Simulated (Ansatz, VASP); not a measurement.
# One calculation of AlAs, two programs

```
CELL_PARAMETERS angstrom
0.00000 2.77311 2.77311
2.77311 0.00000 2.77311
2.77311 2.77311 0.00000
ATOMIC_POSITIONS crystal
Al 0.00000 0.00000 0.00000
As 0.75000 0.75000 0.75000
```

Change from the starting cell: volume scaled by 0.9405, crystal datasets.

Alike in both runs: task electric field gradients; functional PBEsol; k mesh 10 × 10 × 10; occupations fermi-dirac, width 0.05 eV; no spin polarisation.

|  | VASP | Ansatz |
| --- | --- | --- |
| version | VASP 6.6.1 | Ansatz 0.2.0 |
| potentials or method | VASP PAW PBE potentials, release 64 (Al, As), cutoff 400 eV | all-electron PAW with datasets made for the crystal, scalar-relativistic |

```csv
,VASP,Ansatz,Ansatz less VASP
pressure (GPa),6.1,5.7,-0.39
```

VASP's potentials were made for PBE, not for PBEsol. Ansatz ran all-electron here, and VASP with PAW potentials.
